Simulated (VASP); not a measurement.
Wanted: the native input for a VASP 6.6.1 run.

```yaml
Task: single point
Functional: PBE
Potentials_or_basis: VASP PAW PBE potentials, release 64 (Mo_sv, S)
Cutoff: 520 eV
k_mesh: 12 × 12 × 12
Occupations: gaussian, width 0.1 eV
Spin: no spin polarisation
Hubbard_terms: Mo d U = 4.38 eV
Dipole_correction: no
Further_INCAR_settings: ALGO = Normal; EDIFF = 1e-06; NBANDS = 17
```

The structure of MoS lies in POSCAR:

```
MoS
1.0
    0.0000000000      2.7622918738      2.7622918738
    2.7622918738      0.0000000000      2.7622918738
    2.7622918738      2.7622918738      0.0000000000
Mo S
1 1
Direct
    0.0000000000      0.0000000000      0.0000000000
    0.2500000000      0.2500000000      0.2500000000
```

These files were run (other wordings do the same):

INCAR

```
SYSTEM = MoS
ALGO = Normal ; EDIFF = 1E-6
ENCUT = 520 ; GGA = PE
ISIF = 2 ; ISMEAR = 0
LASPH = .True. ; LCHARG = .False.
LDAU = .True. ; LDAUJ = 0 0
LDAUL = 2 -1 ; LDAUPRINT = 1
LDAUTYPE = 2 ; LDAUU = 4.38 0
LMAXMIX = 4 ; LREAL = .False.
LWAVE = .False. ; NBANDS = 17
NELM = 150 ; PREC = Accurate
SIGMA = 0.1
```

KPOINTS

```
k-points
0
Gamma
  12 12 12
  0 0 0
```

Potentials or basis: VASP PAW PBE potentials, release 64 (Mo_sv, S).

Launch:

```sh
$ cat potpaw_PBE.64/Mo_sv/POTCAR potpaw_PBE.64/S/POTCAR > POTCAR
$ mpirun -np 1 vasp_std > vasp.out
```

It gave:

```yaml
Pressure: -4.2 GPa
Band_gap_on_the_k_mesh: zero (band 10 reaches 6.82 eV, above the bottom of band 11 at 6.73 eV)
```

Caveat: U without spin polarisation on a metal has little footing.

Wall time 33 s on 1 thread of Intel(R) Xeon(R) 6975P-C (Granite Rapids), with other jobs on the host, peak memory 0.19 GiB.
